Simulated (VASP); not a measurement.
Runs of VASP 6.6.1 on ZnCu. The structure is that of space group Pm-3m (No. 221), or close to it. The cells are those of the table. 

```tsv
cell	gap on the mesh (eV)	pressure (GPa)
a = 3.181 Å, 2 atoms	none	(a)
a = 3.063, b = 3.063, c = 3.181 Å, 2 atoms	none	-15.8
a = 2.945, b = 2.945, c = 3.181 Å, 2 atoms	none	-11.2
a = 2.945, b = 2.945, c = 2.827 Å, 2 atoms	none	1.5
```

Alike in all rows: task single point; level PBEsol; potentials or basis VASP PAW PBE potentials, release 64 (Zn, Cu); no spin polarisation; k mesh 16 × 16 × 16; cutoff (eV) 520; smearing gaussian 0.15 eV.

**Question.** Estimate the missing entries.

**Answer.** (a) -18.2.

Caveats: the PAW data sets were made with another functional, which shifts forces and pressure a little; the cell stands under tension (at least some runs).

A gap of «none» marks levels without a gap at the run's occupations.
